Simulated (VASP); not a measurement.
# Lu (Fm-3m) in VASP: a series of runs, part 2 of 2

VASP 6.6.1. Earlier steps stand in the parts before.

**5. Relaxation of cell and atoms, PBE, target pressure 20 GPa, at which the enthalpy is minimised**

This run uses another cell than the first one, of 29.41 Å³/atom.

Input file INCAR:

```
ALGO     = Normal         # electronic algorithm
EDIFF    = 1E-7           # SCF threshold, eV
EDIFFG   = -0.01          # ionic threshold
ENCUT    = 600            # plane-wave cutoff, eV
GGA      = PE             # functional
GGA_COMPAT= F            
IBRION   = 2              # ionic algorithm
ISIF     = 3              # what is computed and relaxed
ISMEAR   = -1             # smearing method
LASPH    = T              # aspherical terms in the spheres
LCHARG   = F              # write CHGCAR
LREAL    = F              # projectors in reciprocal space
LWAVE    = F              # write WAVECAR
NELM     = 120            # most SCF steps
NELMIN   = 4            
NSW      = 80             # ionic steps
PREC     = Accurate       # precision mode
PSTRESS  = 200.0        
SIGMA    = 0.1            # smearing width, eV
```

Input file KPOINTS:

```
k-points
0
Gamma
  14 14 14
```

Input file POSCAR:

```
Lu
1.0
    0.0000000000      2.4500000000      2.4500000000
    2.4500000000      0.0000000000      2.4500000000
    2.4500000000      2.4500000000      0.0000000000
Lu
1
Direct
    0.0000000000      0.0000000000      0.0000000000
```

Potentials or basis: VASP PAW PBE potentials, release 64 (Lu).

The run is started by

```bash
$ cat potpaw_PBE.64/Lu/POTCAR > POTCAR
$ mpirun -np 1 vasp_std > vasp.out
```

OUTCAR:

```text
EDIFF = 1E-7
   EDIFFG = -0.01
   ENCUT = 600
   GGA = PE
   IBRION = 2
   ISIF = 3
   ISMEAR = -1
   LASPH = T
   LREAL = F
   NELM = 120
   NELMIN = 4
   NSW = 80
   PREC = Accurate
   PSTRESS = 200.0

 ion  position               nearest neighbor table
   1  0.000  0.000  0.000-

  LATTYP: Found a face centered cubic cell.
 ALAT       =     4.9000000000

  Lattice vectors:

 A1 = (   0.0000000000,   2.4500000000,   2.4500000000)
 A2 = (   2.4500000000,   0.0000000000,   2.4500000000)
 A3 = (   2.4500000000,   2.4500000000,   0.0000000000)

Analysis of symmetry for initial positions (statically):
=====================================================================
 Subroutine PRICEL returns:
 Original cell was already a primitive cell.

 Routine SETGRP: Setting up the symmetry group for a
 face centered cubic supercell.

[... 163 lines left out ...]

  energy without entropy =       -4.45316693  energy(sigma->0) =       -4.47890400

 E-fermi :   2.2432     XC(G=0): -10.6165

 val. band max:        2.2300487559   @ k =   0.5000   0.1429   0.0000
 cond. band min:       2.2481404573   @ k =  -0.2857   0.5000   0.2143
 fundamental gap:      0.0180917014
 Fermi energy:         2.2432395630

 k-point     1 :       0.0000    0.0000    0.0000
  band No.  band energies     occupation
      1     -54.0112      2.00000
      2     -24.4412      2.00000
      3     -24.4412      2.00000
      4     -24.4412      2.00000
      5      -3.8119      2.00000
      6      -2.8092      2.00000
[... 631 lines left out ...]
--------------------------------------- Ionic step        6  -------------------------------------------

 number of electron      25.0000005 magnetization

 Free energy of the ion-electron system (eV)
  ---------------------------------------------------
  ext. energy  EPLUGINS =         0.00000000
  ---------------------------------------------------
  free energy    TOTEN  =        -4.14091336 eV

  energy without entropy =       -4.10832076  energy(sigma->0) =       -4.12461706

 E-fermi :   3.4762     XC(G=0): -12.1185

 val. band max:        3.4739518103   @ k =   0.5000   0.2857   0.1429
 cond. band min:       3.5011515817   @ k =   0.4286   0.2857   0.1429
 fundamental gap:      0.0271997714
 Fermi energy:         3.4761869172

 k-point     1 :       0.0000    0.0000    0.0000
  band No.  band energies     occupation
      1     -52.2522      2.00000
      2     -22.3810      2.00000
      3     -22.3810      2.00000
      4     -22.3810      2.00000
      5      -3.2631      2.00000
      6      -1.2683      2.00000
[... 479 lines left out ...]
  energy  without entropy=       -4.1083207644  energy(sigma->0) =       -4.12461706

  enthalpy is  TOTEN    =        -1.4048624201 eV   P V=        2.7360509352

 reached required accuracy - stopping structural energy minimisation
```

Wall time 2.4 min (1 thread of Intel Xeon 6975P-C (Granite Rapids), shared host); peak memory 0.23 GiB.

Results:

| Property | Result |
| --- | --- |
| Free energy | -4.1409 eV |
| Relaxed volume | 21.92 Å³/atom |
| Relaxed cell | a = 3.141 Å, b = 3.141 Å, c = 3.141 Å, α = 60.00°, β = 60.00°, γ = 60.00° |
| Space group after relaxing (to 0.1 Å) | Fm-3m (No. 225) |
| Energy change on relaxing (the run minimises the enthalpy) | +363.7 meV/atom |
| Ionic steps | 6 |
| Pressure after relaxing | 19.9 GPa |
| Band gap on the k mesh | zero (an odd number of electrons rules out a gap without spin polarisation) |

The path:
| step | energy change (eV) | largest force (eV/Å) | pressure (GPa) | volume (Å³) |
| --- | --- | --- | --- | --- |
| 1 | 0.0000 | 0.0000 | -0.28 | 29.41 |
| 2 | 1.7926 | 0.0000 | 70.13 | 16.24 |
| 3 | 0.3197 | 0.0000 | 18.24 | 22.29 |
| 4 | 0.3558 | 0.0000 | 19.81 | 21.98 |
| 5 | 0.3725 | 0.0000 | 20.18 | 21.85 |
| 6 | 0.3637 | 0.0000 | 19.94 | 21.92 |

Final structure:
```yaml
crystal:
  lattice:
    - [0.00000, 2.22122, 2.22122]
    - [2.22122, 0.00000, 2.22122]
    - [2.22122, 2.22122, 0.00000]
  atoms:
    - { symbol: Lu, position: [0.00000, 0.00000, 0.00000] }
```

Levels at points of the mesh, in eV from the Fermi level:
| k point | band 9 | band 10 | band 11 | band 12 | band 13 | band 14 | band 15 | band 16 |
| --- | --- | --- | --- | --- | --- | --- | --- | --- |
| (0.00, 0.00, 0.00) | -4.63 | -4.48 | -4.48 | -4.48 | 2.50 | 2.50 | 2.50 | 5.79 |
| (0.50, 0.00, 0.00) | -4.51 | -4.51 | -4.47 | -3.09 | 1.44 | 2.19 | 2.19 | 8.28 |
| (0.50, 0.50, 0.00) | -4.53 | -4.53 | -4.53 | -2.90 | -1.56 | 3.58 | 8.32 | 9.05 |

Caveat: the cell is relaxed towards a set pressure, so the run minimises the enthalpy, not the energy; the volume moved by over 15 % at a fixed basis, so the end points are rough; spin-orbit coupling is left out, which moves the levels of the heavy elements.

**6. Overview**

| task | cell | gap on the mesh (eV) | pressure (GPa) |
| --- | --- | --- | --- |
| single point | a = 3.135 Å, angles 60.0°, 1 atom | none | 20.6 |
| single point | a = 3.453 Å, angles 60.0°, 1 atom | none | 0.2 |
| relaxation of cell and atoms | relaxed from a = 3.465 Å, angles 60.0°, 1 atom | none | 0.0 |
| relaxation of cell and atoms | relaxed to 20 GPa from a = 3.465 Å, angles 60.0°, 1 atom | none | 19.9 |

Alike in all rows: level PBE; potentials or basis VASP PAW PBE potentials, release 64 (Lu); no spin polarisation; k mesh 14 × 14 × 14; cutoff (eV) 600; smearing fermi-dirac 0.1 eV.

Caveats: spin-orbit coupling is left out, which moves the levels of the heavy elements; the cell stands under pressure (at least some runs); the cell is relaxed towards a set pressure, so the run minimises the enthalpy, not the energy (at least some runs); the volume moved by over 15 % at a fixed basis, so the end points are rough (at least some runs).

Total energies depend on the potentials used, so only differences within one code and one set of settings carry meaning.
